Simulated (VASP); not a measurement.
A run of VASP 6.6.1 is set up as follows.

The input INCAR:

```
SYSTEM = Si16Au
  PREC = Accurate
  ENCUT = 520
  EDIFF = 1E-6
  ISMEAR = 0
  SIGMA = 0.05
  LREAL = Auto
  LASPH = .True.
  NELM = 150
  ALGO = Normal
  ISIF = 2
  LWAVE = .False.
  LCHARG = .False.
  ISPIN = 2
  MAGMOM = 0 0 0 0 0 0 0 0 0 0 0 0 0 0 0 0 0
  LORBIT = 11
  LMAXMIX = 4
  GGA = PE
  NBANDS = 56
```

Contents of KPOINTS:

```
regular mesh
0
Gamma
  2 2 2
  0 0 0
```

The input POSCAR:

```
Si16Au
1.0
    0.0000000000      5.4300000000      5.4300000000
    5.4300000000      0.0000000000      5.4300000000
    5.4300000000      5.4300000000      0.0000000000
Si Au
16 1
Direct
    0.0224883057      0.0223225599      0.0218122468
    0.1458889503      0.1456441989      0.1455265193
    0.0018350829      0.0012290055      0.5185116943
    0.1166744015      0.1146405157      0.6614104972
    0.0022508287      0.5188174954      0.0016847145
    0.1163649171      0.6617534991      0.1155142726
   -0.0293606814      0.5159883057      0.5157557090
    0.1132907919      0.6297734807      0.6304174954
    0.5189732965      0.0014307551      0.0015648250
    0.6620178637      0.1149508287      0.1162913444
    0.5166566298     -0.0305575506      0.5159684162
    0.6303655617      0.1124488029      0.6301023941
    0.5166872007      0.5158989871     -0.0296313996
    0.6308946593      0.6298878453      0.1132230203
    0.4864503683      0.4856264273      0.4862490792
    0.6099150092      0.6089778085      0.6100378453
    0.3160878453      0.3153355433      0.3156220994
```

Potentials or basis: VASP PAW PBE potentials, release 64 (Si, Au).

Run with:

```console
$ cat potpaw_PBE.64/Si/POTCAR potpaw_PBE.64/Au/POTCAR > POTCAR
$ mpirun -np 1 vasp_std > vasp.out
```

(1) Estimate the largest force.

(2) What does it give for the net moment?

(3) What does it give for the pressure?

Results:

(1) 0.025 eV/Å.

(2) 0.00 μB per cell.

(3) 6.5 GPa.

Caveat: the k points lie up to 0.50 Å⁻¹ apart.
